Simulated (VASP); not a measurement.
# H10C3 in VASP: a series of runs

The runs below take H10C3 through single point, with PBE+D3(BJ).

Program: VASP 6.6.1. These are calculated values, not measurements. Logs are shortened: lines on timing, memory, paths and dates and some standing lists are left out, and cuts for length are marked.

## Step 1: The cell of the first run

The cell holds an amorphous packing of atoms, 39 atoms: a = 7.747 Å, b = 7.747 Å, c = 7.747 Å, α = 90.00°, β = 90.00°, γ = 90.00°.

## Step 2: Single point, PBE+D3(BJ)

Contents of INCAR:

```
ALGO     = Normal         # electronic algorithm
EDIFF    = 1E-6           # SCF threshold, eV
ENCUT    = 520            # plane-wave cutoff, eV
GGA      = PE             # functional
GGA_COMPAT= F            
ISIF     = 2              # what is computed and relaxed
ISMEAR   = -1             # smearing method
IVDW     = 12             # dispersion correction
LASPH    = T              # aspherical terms in the spheres
LCHARG   = F              # write CHGCAR
LREAL    = Auto         
LWAVE    = F              # write WAVECAR
NBANDS   = 58             # bands
NELM     = 120            # most SCF steps
PREC     = Accurate       # precision mode
SIGMA    = 0.05           # smearing width, eV
```

Contents of KPOINTS:

```
k-points
0
Gamma
  1 1 1
```

Contents of POSCAR:

```
H10C3
1.0
    7.7473110000      0.0000000000      0.0000000000
    0.0000000000      7.7473110000      0.0000000000
    0.0000000000      0.0000000000      7.7473110000
C H
9 30
Direct
    0.3208209920      0.9855290436      0.2642981545
    0.5741605055      0.4442573688      0.4259929671
    0.0624732891      0.8340442252      0.7854983490
   -0.0050340047      0.3677017742      0.1769517191
   -0.0425567013      0.1623531055      0.1050428981
    0.5508233760      0.0649515684      0.8935745577
    0.5523593928     -0.0006970160      0.7003204079
    0.4318917880      0.5582453060      1.0342556275
    0.4545448092      0.4939133075      0.8531992584
    0.3232605481      1.1169036586      0.1963907219
    0.2014763574      0.9027003047      0.2366111287
    0.3691861602      1.0092404965      0.3913486886
    0.4023202373      0.9043008600      0.1781521356
    0.5079310744      0.3984350183      0.3162387569
    0.6212865341      0.5724954116      0.4375840856
    0.6863284564      0.3656236338      0.4490203117
    0.4887502257      0.4084126738      0.5172375293
    0.0275192257      0.7795478973      0.9171182104
    0.1912792710      0.8750261865      0.7311956368
   -0.0223045131      0.9415524948      0.7536421347
    0.0460805046      0.7256324162      0.6927952163
    0.0453318577      0.4539252394      0.0564712066
   -0.1133296443      0.4384876249      0.2289826754
    0.0957106279      0.3727099635      0.2770251510
   -0.0812798144      0.0511145093      0.1960938447
   -0.1485031387      0.1568027926      0.0140952132
    0.0788402583      0.1234105614      0.0429568401
    0.4288584775      0.1256306866      0.9204225828
    0.5983624512     -0.0559032676      0.9663094718
    0.6525102710      0.1647152154      0.9032037051
    0.6831918843      0.0109199179      0.6453852182
    0.5175085910     -0.1304323526      0.6716265811
    0.4720992871      0.0604467795      0.6094114461
    0.3195689446      0.6381569037      1.0676349510
    0.4299298169      0.4369645158      1.0870223230
    0.5288028324      0.6423002768      1.1000074736
    0.3330833111      0.4253863050      0.8136371446
    0.5040845785      0.5834669603      0.7539906427
    0.5745735520      0.4118719385      0.8657068240
```

Potentials or basis: VASP PAW PBE potentials, release 64 (C, H).

Run with:

```console
$ cat potpaw_PBE.64/C/POTCAR potpaw_PBE.64/H/POTCAR > POTCAR
$ mpirun -np 1 vasp_gam > vasp.out
```

OUTCAR:

```text
EDIFF = 1E-6
   ENCUT = 520
   GGA = PE
   ISIF = 2
   ISMEAR = -1
   IVDW = 12
   LASPH = T
   LREAL = Auto
   NELM = 120
   PREC = Accurate
 IVDW          = 12

 ion  position               nearest neighbor table
   1  0.321  0.986  0.264-  12 1.07  13 1.11  11 1.15  10 1.15
   2  0.574  0.444  0.426-  17 1.01  14 1.05  15 1.06  16 1.08
   3  0.062  0.834  0.785-  20 1.09  21 1.11  19 1.13  18 1.14
   4  0.995  0.368  0.177-  23 1.08  24 1.10  22 1.21   5 1.71
   5  0.957  0.162  0.105-  26 1.08  27 1.10  25 1.15   4 1.71
   6  0.551  0.065  0.894-  28 1.08  30 1.11  29 1.15   7 1.58
   7  0.552  0.999  0.700-  33 1.05  32 1.06  31 1.10   6 1.58
   8  0.432  0.558  0.034-  35 1.02  34 1.10  36 1.12   9 1.50
   9  0.455  0.494  0.853-  38 1.10  37 1.12  39 1.13   8 1.50
  10  0.323  0.117  0.196-   1 1.15
  11  0.201  0.903  0.237-   1 1.15
  12  0.369  0.009  0.391-   1 1.07
  13  0.402  0.904  0.178-   1 1.11
  14  0.508  0.398  0.316-   2 1.05
  15  0.621  0.572  0.438-   2 1.06
[... 22 lines left out ...]
  38  0.504  0.583  0.754-   9 1.10
  39  0.575  0.412  0.866-   9 1.13

  LATTYP: Found a simple cubic cell.
 ALAT       =     7.7473110000

  Lattice vectors:

 A1 = (   7.7473110000,   0.0000000000,   0.0000000000)
 A2 = (   0.0000000000,   7.7473110000,   0.0000000000)
 A3 = (   0.0000000000,   0.0000000000,   7.7473110000)

Analysis of symmetry for initial positions (statically):
=====================================================================
 Subroutine PRICEL returns:
 Original cell was already a primitive cell.

 Routine SETGRP: Setting up the symmetry group for a
 simple cubic supercell.

 Subroutine GETGRP returns: Found  1 space group operations
 (whereof  1 operations were pure point group operations)
 out of a pool of 48 trial point group operations.

The static configuration has the point symmetry C_1 .

Analysis of symmetry for dynamics (positions and initial velocities):
=====================================================================
 Subroutine PRICEL returns:
 Original cell was already a primitive cell.

 Routine SETGRP: Setting up the symmetry group for a
 simple cubic supercell.

 Subroutine GETGRP returns: Found  1 space group operations
 (whereof  1 operations were pure point group operations)
 out of a pool of 48 trial point group operations.

The dynamic configuration has the point symmetry C_1 .

 Subroutine INISYM returns: Found  1 space group operations
 (whereof  1 operations are pure point group operations),
 and found     1 'primitive' translations

----------------------------------------------------------------------------------------

                                     Primitive cell

  volume of cell :     465.0000

  direct lattice vectors                    reciprocal lattice vectors
     7.747311000  0.000000000  0.000000000     0.129077044  0.000000000  0.000000000
     0.000000000  7.747311000  0.000000000     0.000000000  0.129077044  0.000000000
     0.000000000  0.000000000  7.747311000     0.000000000  0.000000000  0.129077044

  length of vectors
     7.747311000  7.747311000  7.747311000     0.129077044  0.129077044  0.129077044

  position of ions in fractional coordinates (direct lattice)
     0.320820992  0.985529044  0.264298154
     0.574160505  0.444257369  0.425992967
     0.062473289  0.834044225  0.785498349
     0.994965995  0.367701774  0.176951719
     0.957443299  0.162353106  0.105042898
     0.550823376  0.064951568  0.893574558
[... 31 lines left out ...]
     0.504084578  0.583466960  0.753990643
     0.574573552  0.411871938  0.865706824

  ion indices of the primitive-cell ions
   primitive index   ion index
                 1           1
                 2           2
                 3           3
                 4           4
                 5           5
                 6           6
[... 31 lines left out ...]
                38          38
                39          39

----------------------------------------------------------------------------------------

 KPOINTS: k-points

Automatic generation of k-mesh.
 Grid dimensions read from file:
 generate k-points for:    1    1    1

 Generating k-lattice:

  Cartesian coordinates                     Fractional coordinates (reciprocal lattice)
     0.129077044  0.000000000  0.000000000     1.000000000  0.000000000  0.000000000
     0.000000000  0.129077044  0.000000000     0.000000000  1.000000000  0.000000000
     0.000000000  0.000000000  0.129077044     0.000000000  0.000000000  1.000000000

  Length of vectors
     0.129077044  0.129077044  0.129077044

  Shift w.r.t. Gamma in fractional coordinates (k-lattice)
     0.000000000  0.000000000  0.000000000

 Subroutine IBZKPT returns following result:
 ===========================================

 Found      1 irreducible k-points:

 Following reciprocal coordinates:
            Coordinates               Weight
  0.000000  0.000000  0.000000      1.000000
   k-points           NKPTS =      1   k-points in BZ     NKDIM =      1   number of bands    NBANDS=     58
   number of dos      NEDOS =    301   number of ions     NIONS =     39
   total plane-waves  NPLWV = 216000
   dimension x,y,z NGX =    60 NGY =   60 NGZ =   60
   dimension x,y,z NGXF=   120 NGYF=  120 NGZF=  120
   ions per type =               9  30
   NGX,Y,Z   is equivalent  to a cutoff of  12.88, 12.88, 12.88 a.u.
   NGXF,Y,Z  is equivalent  to a cutoff of  25.75, 25.75, 25.75 a.u.
 SYSTEM =  unknown system
   PREC   = accura    normal or accurate (medium, high low for compatibility)
   ISTART =      0    job   : 0-new  1-cont  2-samecut
   ICHARG =      2    charge: 1-file 2-atom 10-const
   ISPIN  =      1    spin polarized calculation?
   LNONCOLLINEAR =      F non collinear calculations
   LSORBIT =      F    spin-orbit coupling
   LASPH  =      T    aspherical Exc in radial PAW
   ENCUT  =  520.0 eV  38.22 Ry    6.18 a.u.  14.40 14.40 14.40*2*pi/ulx,y,z
   NELM   =    120;   NELMIN=  2; NELMDL= -5     # of ELM steps
   EDIFF  = 0.1E-05   stopping-criterion for ELM
   LREAL  =      T    real-space projection
   EDIFFG = 0.1E-04   stopping-criterion for IOM
   NSW    =      0    number of steps for IOM
   IBRION =     -1    ionic relax: 0-MD 1-quasi-New 2-CG
   NFREE  =      0    steps in history (QN), initial steepest desc. (CG)
   ISIF   =      2    stress and relaxation
   ISYM   =      2    0-nonsym 1-usesym 2-fastsym
   POTIM  = 0.5000    time-step for ionic-motion
   TEBEG  =    0.0;   TEEND  =   0.0 temperature during run
   PSTRESS=    0.0 pullay stress
   NELECT =      66.0000    total number of electrons
   NUPDOWN=      -1.0000    fix difference up-down
   EMIN   =  10.00;   EMAX   =-10.00  energy-range for DOS
   EFERMI =   0.00;   METHOD = LEGACY
   ISMEAR =    -1;   SIGMA  =   0.05  broadening in eV -4-tet -1-fermi 0-gaus
   EFERMI_NEDOS =   21; number of points for ismear=-14 and -15
   IALGO  =     38    algorithm
   IMIX   =      4    mixing-type and parameters
     AMIX     =   0.40;   BMIX     =  1.00
     AMIX_MAG =   1.60;   BMIX_MAG =  1.00
  volume/ion in A,a.u.               =      11.92        80.46
  Fermi-wavevector in a.u.,A,eV,Ry     =   0.853962  1.613754  9.922061  0.729251
  Thomas-Fermi vector in A             =   1.970485
   LORBIT       =      0    0 simple, 1 ext, 2 COOP (PROOUT), +10 PAW based schemes
   GGA     = PE    functional components
   LHFCALC =     F    Hartree Fock is set to
   AEXX    =    0.0000 exact exchange contribution
   IVDW    =    12    specifies the selected vdW correction
   LEPSILON=     F    determine dielectric tensor
   LRPA    =     F    only Hartree local field effects (RPA)
 non-spin polarized calculation
  energy-cutoff  :      520.00
  volume of cell :      465.00
 maximum number of plane-waves:      6267
 NGX is ok and might be reduce to    60
   NGX = 29   NGY = 29   NGZ = 29

 number of electron      65.9999998 magnetization

 Free energy of the ion-electron system (eV)
  ---------------------------------------------------
  ext. energy  EPLUGINS =         0.00000000
  ---------------------------------------------------
  free energy    TOTEN  =      -190.09508076 eV

  energy without entropy =     -190.09508076  energy(sigma->0) =     -190.09508076

 E-fermi :  -3.8905     XC(G=0):  -5.7301

 val. band max:       -5.1359218245   @ k =   0.0000   0.0000   0.0000
 cond. band min:       0.8929944922   @ k =   0.0000   0.0000   0.0000
 fundamental gap:      6.0289163167
 Fermi energy:        -3.8904736452

 k-point     1 :       0.0000    0.0000    0.0000
  band No.  band energies     occupation
      1     -16.5796      2.00000
      2     -16.1132      2.00000
      3     -15.3568      2.00000
      4     -15.0245      2.00000
      5     -14.6099      2.00000
      6     -14.5364      2.00000
[... 37 lines left out ...]
     44       4.0768      0.00000
     45       4.2892      0.00000
 [bands above 45 left out]

------------------------ aborting loop because EDIFF is reached ----------------------------------------

 Edisp (eV)   -1.19541

 E8    (eV) :    -0.2577

  FORCE on cell =-STRESS in cart. coord.  units (eV):
  Direction    XX          YY          ZZ          XY          YZ          ZX
  --------------------------------------------------------------------------------------
  -------------------------------------------------------------------------------------
  Total       1.94530    -7.76095     3.29144    -4.62895    -3.35967     0.66443
  in kB       6.70260   -26.74068    11.34080   -15.94924   -11.57589     2.28934
  external pressure =       -2.90 kB  Pullay stress =        0.00 kB

 VOLUME and BASIS-vectors are now :
 -----------------------------------------------------------------------------
  energy-cutoff  :      520.00
  volume of cell :      465.00
      direct lattice vectors                 reciprocal lattice vectors
     7.747311000  0.000000000  0.000000000     0.129077044  0.000000000  0.000000000
     0.000000000  7.747311000  0.000000000     0.000000000  0.129077044  0.000000000
     0.000000000  0.000000000  7.747311000     0.000000000  0.000000000  0.129077044

 POSITION                                       TOTAL-FORCE (eV/Angst)
 -----------------------------------------------------------------------------------
      2.48550      7.63520      2.04760        -0.500012     -0.230454     -3.151085
      4.44820      3.44180      3.30030         2.098147     -0.535698     -0.724833
      0.48400      6.46160      6.08550         0.232202     -0.868404     -1.072770
      7.70831      2.84870      1.37090         0.700676     -1.086489     -2.451425
      7.41761      1.25780      0.81380         0.399959      1.255928      1.416078
      4.26740      0.50320      6.92280         1.594536     -1.877396     -1.846180
[... 31 lines left out ...]
      3.90530      4.52030      5.84140        -0.824369      0.318147      0.017360
      4.45140      3.19090      6.70690        -1.184533     -0.228952     -0.444949
 -----------------------------------------------------------------------------------
    total drift:                                0.015430     -0.010999      0.008529

  FREE ENERGIE OF THE ION-ELECTRON SYSTEM (eV)
  ---------------------------------------------------
  free  energy   TOTEN  =      -191.2904872569 eV

  energy  without entropy=     -191.2904872568  energy(sigma->0) =     -191.29048726
```

It took 2 min on 1 thread of AMD EPYC 7R43 (Zen 3), shared host; peak memory 0.4 GiB.

Results:

* Free energy: -191.2905 eV
* Pressure: -0.3 GPa
* Largest force: 3.893 eV/Å
* Band gap on the k mesh: 6.03 eV
* Dispersion energy per atom: -0.031 eV

Forces on the atoms (eV/Å):
```
C   -0.500 -0.230 -3.151
C    2.098 -0.536 -0.725
C    0.232 -0.868 -1.073
C    0.701 -1.086 -2.451
C    0.400  1.256  1.416
C    1.595 -1.877 -1.846
C    1.585  0.542  0.638
C   -0.069  2.939 -0.038
C    1.584  0.347 -0.919
H   -0.606 -1.261  0.586
H    0.404  1.513  1.164
H    0.009 -0.607  0.791
H    0.740  0.496  0.871
H   -0.090  0.275 -1.743
H   -0.327  1.246 -0.387
H    0.604 -0.680 -0.084
H   -2.239 -0.393  3.161
H    1.221  0.797 -0.867
H   -0.205 -0.121  1.790
H   -0.457 -0.086 -0.057
H   -0.789  0.208  0.186
H   -0.749 -1.628  1.875
H   -0.741 -0.171  0.063
H    0.076 -0.283 -0.224
H    0.652  1.595 -0.109
H   -0.011  0.501 -0.471
H   -0.287 -0.041 -0.064
H   -0.525 -0.310  0.702
H   -1.007  1.602 -0.032
H   -0.394 -0.255  0.086
H    0.000  0.060  0.115
H   -0.287 -1.508  0.721
H   -1.029  1.611 -0.597
H   -0.637 -0.555 -0.472
H   -0.445 -1.932  2.479
H    0.513 -0.785 -0.786
H    0.991  0.140 -0.119
H   -0.824  0.318  0.017
H   -1.185 -0.229 -0.445
```

Caveat: the k points lie up to 0.81 Å⁻¹ apart.

## Step 3: Single point, PBE+D3(BJ)

Contents of INCAR:

```
  PREC = Accurate
  ENCUT = 520
  EDIFF = 1E-6
  ISMEAR = -1
  SIGMA = 0.05
  LREAL = Auto
  LASPH = True
  NELM = 120
  ALGO = Normal
  ISIF = 2
  LWAVE = False
  LCHARG = False
  GGA = PE
  IVDW = 12
  NBANDS = 58
  GGA_COMPAT = False
```

Contents of KPOINTS:

```
Automatic mesh
0
Gamma
  1 1 1
```

Contents of POSCAR:

```
H10C3
1.0
    7.7473110000      0.0000000000      0.0000000000
    0.0000000000      7.7473110000      0.0000000000
    0.0000000000      0.0000000000      7.7473110000
C H
9 30
Direct
    0.2811427087      0.9516850427      0.3170261269
    0.5889785501      0.3343611738      0.4000097582
    0.0469324131      0.8478812842      0.7979026529
    0.0047629429      0.3840945587      0.1573836393
   -0.0085707157      0.1886460993      0.1412231934
    0.5206580709      0.1147107687      0.8229306917
    0.5327009591     -0.0226659289      0.6946539257
    0.4186613910      0.5503199755      1.0478216248
    0.4405657653      0.4778690309      0.8622733746
    0.1868132053      1.0280986526      0.4073542420
    0.2415676872      0.8132499134      0.3235961484
    0.4264576445      0.9243465249      0.3470365395
    0.2455174447      1.0050454926      0.1926474876
    0.4737385655      0.2506288956      0.3413958727
    0.6819011138      0.3909098266      0.3117210604
    0.6829079148      0.2388570692      0.4526602843
    0.5307260803      0.4040369620      0.5037618859
   -0.0451769653      0.9475803927      0.7584954315
    0.0424018088      0.8554064759      0.9383901072
    0.1900917622      0.8226854453      0.7716483823
   -0.0208201271      0.7302791898      0.7647814835
    0.0552966055      0.4306268330      0.0286551037
   -0.1337109095      0.4341119132      0.1679034184
    0.0914123623      0.4365385616      0.2562050239
   -0.0299975049      0.1138459525      0.2703647756
   -0.1398936999      0.1377639287      0.0810474757
    0.1088764863      0.1193446345      0.0686818949
    0.4114072612      0.1320329079      0.8977695616
    0.6225773046      0.1048621902      0.9333561025
    0.5435176153      0.2396573469      0.7648589298
    0.6672895925     -0.0847778023      0.6947442797
    0.4647031725     -0.1413393628      0.7469172207
    0.5063692422      0.0389038210      0.5681455153
    0.2752309801      0.5413362133      1.0899781873
    0.5176763912      0.5097510607      1.1365233692
    0.4326404349      0.6886131201      1.0478087171
    0.3727099635      0.3451520147      0.8416984938
    0.4252314126      0.5820342052      0.7658528230
    0.5604138003      0.4174867899      0.8497916245
```

Potentials or basis: VASP PAW PBE potentials, release 64 (C, H).

Run with:

```console
$ cat potpaw_PBE.64/C/POTCAR potpaw_PBE.64/H/POTCAR > POTCAR
$ mpirun -np 1 vasp_gam > vasp.out
```

It took 1.9 min on 1 thread of AMD EPYC 7R43 (Zen 3), shared host; peak memory 0.4 GiB.

It converged, with:

```
Free energy                : -190.5760 eV
Pressure                   : -1.0 GPa
Largest force              : 4.169 eV/Å
Band gap on the k mesh     : 5.60 eV
Dispersion energy per atom : -0.031 eV
```

Forces in eV/Å, atoms in the order of the input:
```
C   -0.062 -1.156  1.517
C   -0.671 -3.390 -0.580
C    0.602 -1.070  1.050
C   -1.257  0.131 -1.671
C   -0.810 -3.135  0.264
C    3.662  0.695  1.868
C    1.324 -2.529  0.184
C   -2.135  0.390 -0.874
C   -1.778 -0.432  1.042
H    2.021 -0.985 -0.453
H   -0.553  0.477 -0.251
H   -1.805  1.493 -0.282
H    0.808 -0.269 -0.408
H    2.011  1.430  0.338
H   -0.785  0.980 -0.433
H   -0.650 -0.078  0.454
H    0.127  1.038  0.414
H    1.083  0.650 -0.764
H   -0.083 -0.148  0.408
H   -1.527  1.180 -0.596
H   -0.123 -0.699 -0.087
H   -0.433 -0.003  0.795
H    1.456 -0.001  0.159
H   -0.223 -0.255  0.198
H    0.778  1.127 -1.122
H    1.885  1.142  0.034
H   -2.053  1.310  1.005
H   -2.429 -0.349  0.805
H   -0.749  0.002 -1.211
H    0.462 -0.423 -0.337
H   -0.815  1.058 -0.428
H   -0.421  0.828 -1.256
H   -0.364 -1.305  0.249
H    1.976 -0.407 -0.003
H   -0.190 -0.721  0.526
H    0.304  0.945 -0.305
H   -0.642  2.669  0.004
H   -0.282 -0.649 -0.128
H    2.342  0.459 -0.126
```

Stress tensor (GPa, compression positive):
```
-3.67  0.25  0.10
 0.25  0.34  0.40
 0.10  0.40  0.21
```

Levels at points of the mesh, in eV from the valence-band top:
| k point | band 31 | band 32 | band 33 | band 34 | band 35 | band 36 |
| --- | --- | --- | --- | --- | --- | --- |
| (0.00, 0.00, 0.00) | -0.62 | -0.51 | 0.00 | 5.60 | 7.03 | 7.18 |

Caveat: the k points lie up to 0.81 Å⁻¹ apart.

(Continued in part 2 of 3.)
